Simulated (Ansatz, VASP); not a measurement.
## Al2Cu: VASP beside Ansatz

```
Al Cu
1.0
    -2.09823    2.09823    2.83511
     2.09823   -2.09823    2.83511
     2.09823    2.09823   -2.83511
Al Cu
2 1
Cartesian
  0.0000 2.0982 1.4176
  2.0982 0.0000 1.4176
  0.0000 0.0000 2.8351
```

Alike in both runs: task single point; functional LDA; k mesh 14 × 14 × 14; occupations gaussian, width 0.15 eV; no spin polarisation.

|  | VASP | Ansatz |
| --- | --- | --- |
| version | VASP 6.6.1 | Ansatz 0.2.0 |
| potentials or method | VASP PAW LDA potentials, release 64 (Al, Cu), cutoff 520 eV | scalar-relativistic, plane waves, PAW |
| valence electrons in the cell | 17 | 25 |

```tsv
	VASP	Ansatz	Ansatz less VASP
gap on the k mesh at the Fermi level (eV)	none	none	-
pressure (GPa)	-7.7	-8.1	-0.39
traceless stress, the component that is largest in VASP (GPa)	2.70	2.74	+0.043
```

Ansatz warns that its potentials were made for another functional, while VASP's fit it. LDA's correlation is that of Perdew and Zunger in VASP and of Perdew and Wang (1992) in Ansatz. A gap of «none» marks a metal or a gap that the smearing closes. VASP's potentials hold 17 valence electrons a cell and Ansatz's 25, so a difference there can come from the potentials and not from the codes.
